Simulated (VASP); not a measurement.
# Rh (Fm-3m) in VASP: a series of runs

The runs below take Rh through single point, with r2SCAN+rVV10.

All numbers are computed with VASP 6.6.1; they aren't measurements. Logs are shortened: lines on timing, memory, paths and dates and some standing lists are left out, and cuts for length are marked.

## Step 1: The cell of the first run

Symmetry: Fm-3m, No. 225, cubic system. The conventional cell has a = 3.780 Å, b = 3.780 Å, c = 3.780 Å, α = 90.00°, β = 90.00°, γ = 90.00°. Rh (site symmetry m-3m) has 12 Rh at 2.67 Å within 3.5 Å.

## Step 2: Single point, r2SCAN+rVV10

The input, POSCAR:

```
Rh
1.0
    0.0000000000      1.8900000000      1.8900000000
    1.8900000000      0.0000000000      1.8900000000
    1.8900000000      1.8900000000      0.0000000000
Rh
1
Direct
    0.0000000000      0.0000000000      0.0000000000
```

The input, INCAR.step1:

```
SYSTEM = Rh
ALGO = Normal
EDIFF = 1E-5
ENCUT = 550
GGA = PE
GGA_COMPAT = .FALSE.
ISMEAR = 0
LASPH = .TRUE.
LCHARG = .FALSE.
LREAL = .FALSE.
LWAVE = .TRUE.
NBANDS = 14
NELM = 120
PREC = Accurate
SIGMA = 0.1
```

The input, INCAR.step2:

```
SYSTEM = Rh
ALGO = Normal
BPARAM = 11.95
CPARAM = 0.0093
EDIFF = 1E-6
ENCUT = 550
GGA_COMPAT = .FALSE.
ISIF = 2
ISMEAR = 0
ISTART = 1
IVDW_NL = 2
LASPH = .TRUE.
LCHARG = .FALSE.
LMIXTAU = .TRUE.
LREAL = .FALSE.
LUSE_VDW = .TRUE.
LWAVE = .FALSE.
METAGGA = R2SCAN
NBANDS = 14
NELM = 120
PREC = Accurate
SIGMA = 0.1
```

The input, KPOINTS:

```
k-points
0
G
  8 8 8
  0 0 0
```

Potentials or basis: VASP PAW PBE potentials, release 64 (Rh_pv).

Run with:

```bash
$ cat potpaw_PBE.64/Rh_pv/POTCAR > POTCAR
$ cp INCAR.step1 INCAR
$ mpirun -np 1 vasp_std > vasp.out
$ cp INCAR.step2 INCAR
$ mpirun -np 1 vasp_std > vasp.out
```

OUTCAR:

```text
SYSTEM = Rh
   BPARAM = 11.95
   EDIFF = 1E-6
   ENCUT = 550
   ISIF = 2
   ISMEAR = 0
   ISTART = 1
   IVDW_NL = 2
   LASPH = .TRUE.
   LREAL = .FALSE.
   METAGGA = R2SCAN
   NELM = 120
   PREC = Accurate

 ion  position               nearest neighbor table
   1  0.000  0.000  0.000-

  LATTYP: Found a face centered cubic cell.
 ALAT       =     3.7800000000

  Lattice vectors:

 A1 = (   0.0000000000,   1.8900000000,   1.8900000000)
 A2 = (   1.8900000000,   0.0000000000,   1.8900000000)
 A3 = (   1.8900000000,   1.8900000000,   0.0000000000)

Analysis of symmetry for initial positions (statically):
=====================================================================
 Subroutine PRICEL returns:
 Original cell was already a primitive cell.

 Routine SETGRP: Setting up the symmetry group for a
 face centered cubic supercell.

 Subroutine GETGRP returns: Found 48 space group operations
 (whereof 48 operations were pure point group operations)
 out of a pool of 48 trial point group operations.

The static configuration has the point symmetry O_h .

Analysis of symmetry for dynamics (positions and initial velocities):
=====================================================================
 Subroutine PRICEL returns:
 Original cell was already a primitive cell.

 Routine SETGRP: Setting up the symmetry group for a
 face centered cubic supercell.

 Subroutine GETGRP returns: Found 48 space group operations
 (whereof 48 operations were pure point group operations)
 out of a pool of 48 trial point group operations.

The dynamic configuration has the point symmetry O_h .

 Subroutine INISYM returns: Found 48 space group operations
 (whereof 48 operations are pure point group operations),
 and found     1 'primitive' translations

----------------------------------------------------------------------------------------

                                     Primitive cell

  volume of cell :      13.5025

  direct lattice vectors                    reciprocal lattice vectors
     0.000000000  1.890000000  1.890000000    -0.264550265  0.264550265  0.264550265
     1.890000000  0.000000000  1.890000000     0.264550265 -0.264550265  0.264550265
     1.890000000  1.890000000  0.000000000     0.264550265  0.264550265 -0.264550265

  length of vectors
     2.672863633  2.672863633  2.672863633     0.458214499  0.458214499  0.458214499

  position of ions in fractional coordinates (direct lattice)
     0.000000000  0.000000000  0.000000000

  ion indices of the primitive-cell ions
   primitive index   ion index
                 1           1

----------------------------------------------------------------------------------------

 KPOINTS: k-points

Automatic generation of k-mesh.
 Grid dimensions read from file:
 generate k-points for:    8    8    8

 Generating k-lattice:

  Cartesian coordinates                     Fractional coordinates (reciprocal lattice)
    -0.033068783  0.033068783  0.033068783     0.125000000  0.000000000  0.000000000
     0.033068783 -0.033068783  0.033068783     0.000000000  0.125000000  0.000000000
     0.033068783  0.033068783 -0.033068783     0.000000000  0.000000000  0.125000000

  Length of vectors
     0.057276812  0.057276812  0.057276812

  Shift w.r.t. Gamma in fractional coordinates (k-lattice)
     0.000000000  0.000000000  0.000000000

 Subroutine IBZKPT returns following result:
 ===========================================

 Found     29 irreducible k-points:

 Following reciprocal coordinates:
            Coordinates               Weight
  0.000000  0.000000  0.000000      1.000000
  0.125000  0.000000  0.000000      8.000000
  0.250000  0.000000  0.000000      8.000000
  0.375000  0.000000  0.000000      8.000000
  0.500000  0.000000  0.000000      4.000000
  0.125000  0.125000  0.000000      6.000000
[... 16 lines left out ...]
  0.500000  0.250000  0.125000     48.000000
 -0.375000  0.250000  0.125000     24.000000
 [... further k-points ...]
   k-points           NKPTS =     29   k-points in BZ     NKDIM =     29   number of bands    NBANDS=     14
   number of dos      NEDOS =    301   number of ions     NIONS =      1
   total plane-waves  NPLWV =   8000
   dimension x,y,z NGX =    20 NGY =   20 NGZ =   20
   dimension x,y,z NGXF=    40 NGYF=   40 NGZF=   40
   ions per type =               1
   NGX,Y,Z   is equivalent  to a cutoff of  12.44, 12.44, 12.44 a.u.
   NGXF,Y,Z  is equivalent  to a cutoff of  24.88, 24.88, 24.88 a.u.
 SYSTEM =  Rh
   PREC   = accura    normal or accurate (medium, high low for compatibility)
   ISTART =      1    job   : 0-new  1-cont  2-samecut
   ICHARG =      0    charge: 1-file 2-atom 10-const
   ISPIN  =      1    spin polarized calculation?
   LNONCOLLINEAR =      F non collinear calculations
   LSORBIT =      F    spin-orbit coupling
   LASPH  =      T    aspherical Exc in radial PAW
   ENCUT  =  550.0 eV  40.42 Ry    6.36 a.u.   5.11  5.11  5.11*2*pi/ulx,y,z
   NELM   =    120;   NELMIN=  2; NELMDL=  0     # of ELM steps
   EDIFF  = 0.1E-05   stopping-criterion for ELM
   LREAL  =      F    real-space projection
   EDIFFG = 0.1E-04   stopping-criterion for IOM
   NSW    =      0    number of steps for IOM
   IBRION =     -1    ionic relax: 0-MD 1-quasi-New 2-CG
   NFREE  =      0    steps in history (QN), initial steepest desc. (CG)
   ISIF   =      2    stress and relaxation
   ISYM   =      2    0-nonsym 1-usesym 2-fastsym
   POTIM  = 0.5000    time-step for ionic-motion
   TEBEG  =    0.0;   TEEND  =   0.0 temperature during run
   PSTRESS=    0.0 pullay stress
   NELECT =      15.0000    total number of electrons
   NUPDOWN=      -1.0000    fix difference up-down
   EMIN   =  10.00;   EMAX   =-10.00  energy-range for DOS
   EFERMI =   0.00;   METHOD = LEGACY
   ISMEAR =     0;   SIGMA  =   0.10  broadening in eV -4-tet -1-fermi 0-gaus
   EFERMI_NEDOS =   21; number of points for ismear=-14 and -15
   IALGO  =     38    algorithm
   IMIX   =      4    mixing-type and parameters
     AMIX     =   0.40;   BMIX     =  1.00
     AMIX_MAG =   1.60;   BMIX_MAG =  1.00
  volume/ion in A,a.u.               =      13.50        91.12
  Fermi-wavevector in a.u.,A,eV,Ry     =   1.695509  3.204048 39.113361  2.874751
  Thomas-Fermi vector in A             =   2.776540
   LORBIT       =      0    0 simple, 1 ext, 2 COOP (PROOUT), +10 PAW based schemes
   METAGGA = R2SCAN    functional components
   LHFCALC =     F    Hartree Fock is set to
   AEXX    =    0.0000 exact exchange contribution
   IVDW_NL    =     2    kernel type
   BPARAM     =11.9500
   IVDW    =     0    specifies the selected vdW correction
   LEPSILON=     F    determine dielectric tensor
   LRPA    =     F    only Hartree local field effects (RPA)
 non-spin polarized calculation
 Gauss-broadening in eV      SIGMA  =   0.10
  energy-cutoff  :      550.00
  volume of cell :       13.50
 maximum number of plane-waves:       411
   NGX = 11   NGY = 11   NGZ = 11

 number of electron      15.0000006 magnetization

 Free energy of the ion-electron system (eV)
  ---------------------------------------------------
  ext. energy  EPLUGINS =         0.00000000
  ---------------------------------------------------
  free energy    TOTEN  =       -23.81297432 eV

  energy without entropy =      -23.80558468  energy(sigma->0) =      -23.80927950

 E-fermi :  12.1051     XC(G=0): -15.3612

 val. band max:       12.0852281436   @ k =  -0.3750   0.2500   0.0000
 cond. band min:      12.1615108558   @ k =   0.3750   0.0000   0.0000
 fundamental gap:      0.0762827122
 Fermi energy:        12.1051410408

 k-point     1 :       0.0000    0.0000    0.0000
  band No.  band energies     occupation
      1     -35.7237      2.00000
      2     -35.7237      2.00000
      3     -35.7237      2.00000
      4       3.7195      2.00000
      5       8.8178      2.00000
      6       8.8178      2.00000
      7       8.8178      2.00000
      8      10.9818      2.00000
      9      10.9818      2.00000
     10      28.7242      0.00000
     11      29.4858      0.00000
     12      34.5914      0.00000
     13      34.5914      0.00000
     14      34.5914      0.00000

 k-point     2 :       0.1250    0.0000    0.0000
  band No.  band energies     occupation
      1     -35.8507      2.00000
      2     -35.7407      2.00000
      3     -35.7407      2.00000
      4       4.3602      2.00000
      5       8.5651      2.00000
      6       9.0464      2.00000
      7       9.0464      2.00000
      8      10.8768      2.00000
      9      10.8768      2.00000
     10      29.4861      0.00000
     11      29.5998      0.00000
     12      31.9486      0.00000
     13      35.5416      0.00000
     14      35.5416      0.00000

 k-point     3 :       0.2500    0.0000    0.0000
  band No.  band energies     occupation
      1     -36.1513      2.00000
      2     -35.7816      2.00000
      3     -35.7816      2.00000
      4       5.5851      2.00000
      5       8.7070      2.00000
      6       9.1835      2.00000
      7       9.1835      2.00000
      8      11.1771      2.00000
      9      11.1771      2.00000
     10      28.0359      0.00000
     11      29.4869      0.00000
     12      30.4528      0.00000
     13      37.7901      0.00000
     14      37.7901      0.00000
[... 324 lines left out ...]
 k-point    23 :       0.5000    0.2500    0.1250
  band No.  band energies     occupation
      1     -36.3812      2.00000
      2     -36.0303      2.00000
      3     -35.8830      2.00000
      4       6.8421      2.00000
      5       7.9024      2.00000
      6       8.5143      2.00000
      7      10.2347      2.00000
      8      11.9553      1.96589
      9      15.4597      0.00000
     10      24.4516      0.00000
     11      28.8426      0.00000
     12      29.4864      0.00000
     13      30.7900      0.00000
     14      35.6600      0.00000

 k-point    24 :      -0.3750    0.2500    0.1250
  band No.  band energies     occupation
      1     -36.4487      2.00000
      2     -36.0595      2.00000
      3     -35.9094      2.00000
      4       6.7625      2.00000
      5       7.6392      2.00000
      6       9.2729      2.00000
      7       9.9167      2.00000
      8      12.4984      0.00000
      9      17.8660      0.00000
     10      21.1185      0.00000
     11      29.0019      0.00000
     12      29.4835      0.00000
     13      29.8928      0.00000
     14      34.3821      0.00000

 [... further k-points ...]
[... 5 lines left out ...]
  --------------------------------------------------------------------------------------
  -------------------------------------------------------------------------------------
  Total        0.3518532      0.3518532      0.3518532     -0.0000000      0.0000000      0.0000000
  in kB       41.7500150     41.7500150     41.7500150     -0.0000000      0.0000000      0.0000000
  external PRESSURE =      41.7500150 kB  Pullay stress =       0.0000000 kB

 VOLUME and BASIS-vectors are now :
 -----------------------------------------------------------------------------
  energy-cutoff  :      550.00
  volume of cell :       13.50
      direct lattice vectors                 reciprocal lattice vectors
     0.000000000  1.890000000  1.890000000    -0.264550265  0.264550265  0.264550265
     1.890000000  0.000000000  1.890000000     0.264550265 -0.264550265  0.264550265
     1.890000000  1.890000000  0.000000000     0.264550265  0.264550265 -0.264550265

 POSITION                                       TOTAL-FORCE (eV/Angst)
 -----------------------------------------------------------------------------------
      0.00000      0.00000      0.00000         0.000000      0.000000      0.000000
 -----------------------------------------------------------------------------------
    total drift:                                0.000000     -0.000000      0.000000

  FREE ENERGIE OF THE ION-ELECTRON SYSTEM (eV)
  ---------------------------------------------------
  free  energy   TOTEN  =       -23.8129743208 eV

  energy  without entropy=      -23.8055846835  energy(sigma->0) =      -23.80927950
```

Run time: 36 s. Hardware: 1 thread of Intel Xeon 8259CL, shared host; peak memory 0.18 GiB.

What came out:

- Free energy: -23.8130 eV
- Pressure: 4.2 GPa
- Band gap on the k mesh: zero (an odd number of electrons rules out a gap without spin polarisation)

Levels at points of the mesh, in eV from the Fermi level:
```csv
k point,band 3,band 4,band 5,band 6,band 7,band 8,band 9,band 10,band 11,band 12
"(0.00, 0.00, 0.00)",-47.83,-8.39,-3.29,-3.29,-3.29,-1.12,-1.12,16.62,17.38,22.49
"(0.50, 0.00, 0.00)",-47.94,-6.54,-3.41,-3.41,0.59,0.59,0.82,9.24,16.19,17.38
"(0.50, 0.50, 0.00)",-48.14,-6.77,-6.38,0.51,1.07,1.07,3.44,13.07,14.05,14.05
```

Caveat: the cell stands under pressure; an empty level that is flat over the whole mesh can mark a ghost state of the potentials, or a narrow d or f band; the PAW data sets were made with another functional, which shifts forces and pressure a little.

## Step 3: Single point, r2SCAN+rVV10

This run uses another cell than the first one, of 13.59 Å³/atom.

The input, POSCAR:

```
Rh
1.0
    0.0000000000      1.8938524017      1.8938524017
    1.8938524017      0.0000000000      1.8938524017
    1.8938524017      1.8938524017      0.0000000000
Rh
1
Direct
    0.0000000000      0.0000000000      0.0000000000
```

The input, INCAR.step1:

```
PREC = Accurate ; ENCUT = 550
ISMEAR = 0 ; SIGMA = 0.1
LREAL = F ; LASPH = T
NELM = 120 ; NBANDS = 14
GGA = PE ; ALGO = Normal
EDIFF = 1E-5 ; LWAVE = T
LCHARG = F ; GGA_COMPAT = F
```

The input, INCAR.step2:

```
PREC = Accurate ; ENCUT = 550
EDIFF = 1E-6 ; ISMEAR = 0
SIGMA = 0.1 ; LREAL = F
LASPH = T ; NELM = 120
ALGO = Normal ; ISIF = 2
LWAVE = F ; LCHARG = T
METAGGA = R2SCAN ; LMIXTAU = T
LUSE_VDW = T ; IVDW_NL = 2
BPARAM = 11.95 ; CPARAM = 0.0093
LELF = T ; LVHAR = T
NBANDS = 14 ; ISTART = 1
GGA_COMPAT = F
```

The input, KPOINTS:

```
regular mesh
0
Gamma
  18 18 18
```

Potentials or basis: VASP PAW PBE potentials, release 64 (Rh_pv).

Run with:

```bash
$ cat potpaw_PBE.64/Rh_pv/POTCAR > POTCAR
$ cp INCAR.step1 INCAR
$ mpirun -np 1 vasp_std > vasp.out
$ cp INCAR.step2 INCAR
$ mpirun -np 1 vasp_std > vasp.out
```

Run time: 1.9 min. Hardware: 1 thread of Intel Xeon 8259CL, shared host; peak memory 0.2 GiB.

It converged, with:

```
Free energy            : -23.8429 eV
Pressure               : 1.5 GPa
Band gap on the k mesh : zero (an odd number of electrons rules out a gap without spin polarisation)
```

Levels at points of the mesh, in eV from the Fermi level:
```tsv
k point	band 4	band 5	band 6	band 7	band 8	band 9	band 10	band 11
(0.00, 0.00, 0.00)	-8.31	-3.24	-3.24	-3.24	-1.10	-1.10	16.68	17.33
(0.50, 0.00, 0.00)	-6.46	-3.36	-3.36	0.59	0.59	0.85	9.20	16.23
(0.50, 0.50, 0.00)	-6.69	-6.30	0.52	1.06	1.06	3.47	13.01	14.05
```

Caveat: an empty level that is flat over the whole mesh can mark a ghost state of the potentials, or a narrow d or f band; the PAW data sets were made with another functional, which shifts forces and pressure a little.

The gap in the log of VASP goes by the Fermi energy; the results here count the filled bands.